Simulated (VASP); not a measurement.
Wanted: the native input for a VASP 6.6.1 run.

| Quantity | Value |
| --- | --- |
| Task | single point |
| Functional | PBEsol |
| Potentials or basis | VASP PAW PBE potentials, release 64 (Eu) |
| Cutoff | 520 eV |
| k mesh | 10 × 10 × 10 |
| Occupations | gaussian, width 0.05 eV |
| Spin | collinear spin, ferromagnetic start |
| Starting moments | [7.0] μB |
| Hubbard terms | Eu f U = 5.0 eV |
| Dipole correction | no |
| Further INCAR settings | ALGO = Normal; EDIFF = 1e-07; NBANDS = 18 |

The structure of Eu lies in POSCAR:

```
Eu
1.0
   -2.3050001490      2.3050001490      2.3050001490
    2.3050001490     -2.3050001490      2.3050001490
    2.3050001490      2.3050001490     -2.3050001490
Eu
1
Direct
    0.0000000000      0.0000000000      0.0000000000
```

One way to write it, as run:

INCAR

```
SYSTEM = Eu
PREC = Accurate
ENCUT = 520
EDIFF = 1E-7
ISMEAR = 0
SIGMA = 0.05
LREAL = .False.
LASPH = .True.
NELM = 150
ALGO = Normal
ISIF = 2
LWAVE = .False.
LCHARG = .False.
ISPIN = 2
MAGMOM = 7
LORBIT = 11
LMAXMIX = 6
LDAU = .True.
LDAUTYPE = 2
LDAUL = 3
LDAUU = 5
LDAUJ = 0
LDAUPRINT = 1
GGA = PS
NBANDS = 18
```

KPOINTS

```
Automatic mesh
0
Gamma
  10 10 10
  0 0 0
```

Potentials or basis: VASP PAW PBE potentials, release 64 (Eu).

The run is started by

```bash
$ cat potpaw_PBE.64/Eu/POTCAR > POTCAR
$ mpirun -np 1 vasp_std > vasp.out
```

It gave:

The pressure is -1.3 GPa and the net moment is 7.35 μB per cell. The site moments are Eu +6.81 μB. The valence electrons inside the program's atomic spheres are Eu 14.80.

Caveat: the PAW data sets were made with another functional, which shifts forces and pressure a little.

It took 59 s on 1 thread of Intel(R) Xeon(R) 6975P-C (Granite Rapids) (shared host), peak memory 0.24 GiB.
